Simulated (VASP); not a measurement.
# LaGa2 (P6/mmm) in VASP: a series of runs, part 2 of 2

VASP 6.6.1. Earlier steps stand in the parts before.

## (3) Single point, LDA

This run uses another cell than the first one, of 22.43 Å³/atom.

INCAR reads:

```
PREC = Accurate ; ENCUT = 520
EDIFF = 1E-6 ; ISMEAR = 1
SIGMA = 0.05 ; LREAL = False
LASPH = True ; NELM = 100
ALGO = Normal ; ISIF = 2
LWAVE = False ; LCHARG = True
GGA = CA ; LELF = True
LVHAR = True ; NBANDS = 26
```

KPOINTS reads:

```
regular mesh
0
Gamma
  9 9 8
```

POSCAR reads:

```
LaGa2
1.0
    4.2250844409      0.0000000000      0.0000000000
   -2.1125422205      3.6590304590      0.0000000000
    0.0000000000      0.0000000000      4.3529644442
La Ga
1 2
Direct
    0.0000000000      0.0000000000      0.0000000000
    0.3333333333      0.6666666667      0.5000000000
    0.6666666667      0.3333333333      0.5000000000
```

Potentials or basis: VASP PAW LDA potentials, release 64 (La, Ga_d).

The run is started by

```console
$ cat potpaw_LDA.64/La/POTCAR potpaw_LDA.64/Ga_d/POTCAR > POTCAR
$ mpirun -np 1 vasp_std > vasp.out
```

OUTCAR:

```text
PREC = Accurate
   ENCUT = 520
   EDIFF = 1E-6
   ISMEAR = 1
   LREAL = False
   LASPH = True
   NELM = 100
   ISIF = 2
   GGA = CA

 ion  position               nearest neighbor table
   1  0.000  0.000  0.000-   2 3.27   3 3.27   2 3.27   3 3.27   3 3.27   3 3.27   2 3.27   2 3.27
                             3 3.27   3 3.27   2 3.27   2 3.27
   2  0.333  0.667  0.500-   3 2.44   3 2.44   3 2.44   1 3.27   1 3.27   1 3.27   1 3.27   1 3.27
                             1 3.27
   3  0.667  0.333  0.500-   2 2.44   2 2.44   2 2.44   1 3.27   1 3.27   1 3.27   1 3.27   1 3.27
                             1 3.27

  LATTYP: Found a hexagonal cell.
 ALAT       =     4.2250844409
 C/A-ratio  =     1.0302668515

  Lattice vectors:

 A1 = (   4.2250844409,   0.0000000000,   0.0000000000)
 A2 = (  -2.1125422205,   3.6590304590,   0.0000000000)
 A3 = (   0.0000000000,   0.0000000000,   4.3529644442)

Analysis of symmetry for initial positions (statically):
=====================================================================
 Subroutine PRICEL returns:
 Original cell was already a primitive cell.

 Routine SETGRP: Setting up the symmetry group for a
 hexagonal supercell.

 Subroutine GETGRP returns: Found 24 space group operations
 (whereof 24 operations were pure point group operations)
 out of a pool of 24 trial point group operations.

The static configuration has the point symmetry D_6h.

Analysis of symmetry for dynamics (positions and initial velocities):
=====================================================================
 Subroutine PRICEL returns:
 Original cell was already a primitive cell.

 Routine SETGRP: Setting up the symmetry group for a
 hexagonal supercell.

 Subroutine GETGRP returns: Found 24 space group operations
 (whereof 24 operations were pure point group operations)
 out of a pool of 24 trial point group operations.

The dynamic configuration has the point symmetry D_6h.

 Subroutine INISYM returns: Found 24 space group operations
 (whereof 24 operations are pure point group operations),
 and found     1 'primitive' translations

----------------------------------------------------------------------------------------

                                     Primitive cell

  volume of cell :      67.2956

  direct lattice vectors                    reciprocal lattice vectors
     4.225084441  0.000000000  0.000000000     0.236681660  0.136648220  0.000000000
    -2.112542220  3.659030459  0.000000000     0.000000000  0.273296440  0.000000000
     0.000000000  0.000000000  4.352964444     0.000000000  0.000000000  0.229728502

  length of vectors
     4.225084441  4.225084441  4.352964444     0.273296440  0.273296440  0.229728502

  position of ions in fractional coordinates (direct lattice)
     0.000000000  0.000000000  0.000000000
     0.333333333  0.666666667  0.500000000
     0.666666667  0.333333333  0.500000000

  ion indices of the primitive-cell ions
   primitive index   ion index
                 1           1
                 2           2
                 3           3

----------------------------------------------------------------------------------------

 KPOINTS: regular mesh

Automatic generation of k-mesh.
 Grid dimensions read from file:
 generate k-points for:    9    9    8

 Generating k-lattice:

  Cartesian coordinates                     Fractional coordinates (reciprocal lattice)
     0.026297962  0.015183136  0.000000000     0.111111111 -0.000000000  0.000000000
     0.000000000  0.030366271  0.000000000     0.000000000  0.111111111  0.000000000
     0.000000000  0.000000000  0.028716063     0.000000000  0.000000000  0.125000000

  Length of vectors
     0.030366271  0.030366271  0.028716063

  Shift w.r.t. Gamma in fractional coordinates (k-lattice)
     0.000000000  0.000000000  0.000000000

 Subroutine IBZKPT returns following result:
 ===========================================

 Found     60 irreducible k-points:

 Following reciprocal coordinates:
            Coordinates               Weight
  0.000000  0.000000  0.000000      1.000000
  0.111111  0.000000  0.000000      6.000000
  0.222222 -0.000000  0.000000      6.000000
  0.333333  0.000000  0.000000      6.000000
  0.444444 -0.000000  0.000000      6.000000
  0.111111  0.111111  0.000000      6.000000
[... 16 lines left out ...]
  0.333333  0.222222  0.125000     24.000000
  0.333333  0.333333  0.125000      4.000000
 [... further k-points ...]
   k-points           NKPTS =     60   k-points in BZ     NKDIM =     60   number of bands    NBANDS=     26
   number of dos      NEDOS =    301   number of ions     NIONS =      3
   total plane-waves  NPLWV =  32768
   dimension x,y,z NGX =    32 NGY =   32 NGZ =   32
   dimension x,y,z NGXF=    64 NGYF=   64 NGZF=   64
   ions per type =               1   2
   NGX,Y,Z   is equivalent  to a cutoff of  12.59, 12.59, 12.22 a.u.
   NGXF,Y,Z  is equivalent  to a cutoff of  25.18, 25.18, 24.44 a.u.
 SYSTEM =  unknown system
   PREC   = accura    normal or accurate (medium, high low for compatibility)
   ISTART =      0    job   : 0-new  1-cont  2-samecut
   ICHARG =      2    charge: 1-file 2-atom 10-const
   ISPIN  =      1    spin polarized calculation?
   LNONCOLLINEAR =      F non collinear calculations
   LSORBIT =      F    spin-orbit coupling
   LASPH  =      T    aspherical Exc in radial PAW
   ENCUT  =  520.0 eV  38.22 Ry    6.18 a.u.   7.86  7.86  8.09*2*pi/ulx,y,z
   NELM   =    100;   NELMIN=  2; NELMDL= -5     # of ELM steps
   EDIFF  = 0.1E-05   stopping-criterion for ELM
   LREAL  =      F    real-space projection
   EDIFFG = 0.1E-04   stopping-criterion for IOM
   NSW    =      0    number of steps for IOM
   IBRION =     -1    ionic relax: 0-MD 1-quasi-New 2-CG
   NFREE  =      0    steps in history (QN), initial steepest desc. (CG)
   ISIF   =      2    stress and relaxation
   ISYM   =      2    0-nonsym 1-usesym 2-fastsym
   POTIM  = 0.5000    time-step for ionic-motion
   TEBEG  =    0.0;   TEEND  =   0.0 temperature during run
   PSTRESS=    0.0 pullay stress
   NELECT =      37.0000    total number of electrons
   NUPDOWN=      -1.0000    fix difference up-down
   EMIN   =  10.00;   EMAX   =-10.00  energy-range for DOS
   EFERMI =   0.00;   METHOD = LEGACY
   ISMEAR =     1;   SIGMA  =   0.05  broadening in eV -4-tet -1-fermi 0-gaus
   EFERMI_NEDOS =   21; number of points for ismear=-14 and -15
   IALGO  =     38    algorithm
   IMIX   =      4    mixing-type and parameters
     AMIX     =   0.40;   BMIX     =  1.00
     AMIX_MAG =   1.60;   BMIX_MAG =  1.00
  volume/ion in A,a.u.               =      22.43       151.38
  Fermi-wavevector in a.u.,A,eV,Ry     =   1.341158  2.534421 24.472858  1.798704
  Thomas-Fermi vector in A             =   2.469414
   LORBIT       =      0    0 simple, 1 ext, 2 COOP (PROOUT), +10 PAW based schemes
   GGA     = CA    functional components
   LHFCALC =     F    Hartree Fock is set to
   AEXX    =    0.0000 exact exchange contribution
   IVDW    =     0    specifies the selected vdW correction
   LEPSILON=     F    determine dielectric tensor
   LRPA    =     F    only Hartree local field effects (RPA)
 non-spin polarized calculation
 Methfessel and Paxton  Order N= 1 SIGMA  =   0.05
  energy-cutoff  :      520.00
  volume of cell :       67.30
 maximum number of plane-waves:      1842
 NGX is ok and might be reduce to    32
   NGX = 15   NGY = 15   NGZ = 17

 number of electron      37.0000014 magnetization

 Free energy of the ion-electron system (eV)
  ---------------------------------------------------
  ext. energy  EPLUGINS =         0.00000000
  ---------------------------------------------------
  free energy    TOTEN  =       -14.96707057 eV

  energy without entropy =      -14.96678715  energy(sigma->0) =      -14.96697610

 E-fermi :   6.8931     XC(G=0): -10.9901

 val. band max:        6.8588825120   @ k =   0.3333   0.3333   0.0000
 cond. band min:       6.8979034822   @ k =   0.2222   0.2222   0.2500
 fundamental gap:      0.0390209702
 Fermi energy:         6.8930934892

 k-point     1 :       0.0000    0.0000    0.0000
  band No.  band energies     occupation
      1     -25.2631      2.00000
      2      -9.0623      2.00000
      3      -8.8572      2.00000
      4      -8.8572      2.00000
      5      -7.7330      2.00000
      6      -7.6592      2.00000
[... 685 lines left out ...]
     25       9.2734      0.00000
     26       9.2805      0.00000

 [... further k-points ...]

------------------------ aborting loop because EDIFF is reached ----------------------------------------

  FORCE on cell =-STRESS in cart. coord.  units (eV):
  Direction    XX          YY          ZZ          XY          YZ          ZX
  --------------------------------------------------------------------------------------
  -------------------------------------------------------------------------------------
  Total        0.0370297      0.0370297     -0.0340986     -0.0000000     -0.0000000      0.0000000
  in kB        0.8816050      0.8816050     -0.8118221     -0.0000000     -0.0000000      0.0000000
  external PRESSURE =       0.3171293 kB  Pullay stress =       0.0000000 kB

 VOLUME and BASIS-vectors are now :
 -----------------------------------------------------------------------------
  energy-cutoff  :      520.00
  volume of cell :       67.30
      direct lattice vectors                 reciprocal lattice vectors
     4.225084441  0.000000000  0.000000000     0.236681660  0.136648220  0.000000000
    -2.112542220  3.659030459  0.000000000     0.000000000  0.273296440  0.000000000
     0.000000000  0.000000000  4.352964444     0.000000000  0.000000000  0.229728502

 POSITION                                       TOTAL-FORCE (eV/Angst)
 -----------------------------------------------------------------------------------
      0.00000      0.00000      0.00000         0.000000      0.000000      0.000000
     -0.00000      2.43935      2.17648        -0.000000      0.000000      0.000000
      2.11254      1.21968      2.17648         0.000000      0.000000      0.000000
 -----------------------------------------------------------------------------------
    total drift:                                0.000000      0.000000     -0.000000

  FREE ENERGIE OF THE ION-ELECTRON SYSTEM (eV)
  ---------------------------------------------------
  free  energy   TOTEN  =       -14.9670705671 eV

  energy  without entropy=      -14.9667871536  energy(sigma->0) =      -14.96697610
```

Run time: 45 s. Hardware: 1 thread of Intel Xeon Platinum 8559C (Emerald Rapids), shared host; peak memory 0.24 GiB.

Results:

```yaml
Free_energy: -14.9671 eV
Pressure: 0.0 GPa
Band_gap_on_the_k_mesh: zero (an odd number of electrons rules out a gap without spin polarisation)
```

Levels at points of the mesh, in eV from the Fermi level:
```
           k point  band 14  band 15  band 16  band 17  band 18  band 19  band 20  band 21  band 22  band 23
(0.00, 0.00, 0.00)   -14.20    -9.18    -0.63    -0.63    -0.27     0.03     0.60     1.95     1.95     2.19
(0.00, 0.00, 0.50)   -14.19    -7.89    -3.42     0.37     0.37     1.08     1.08     1.68     1.83     1.83
```

Caveat: spin-orbit coupling is left out, which moves the levels of the heavy elements.

The gap in the log of VASP goes by the Fermi energy; the results here count the filled bands.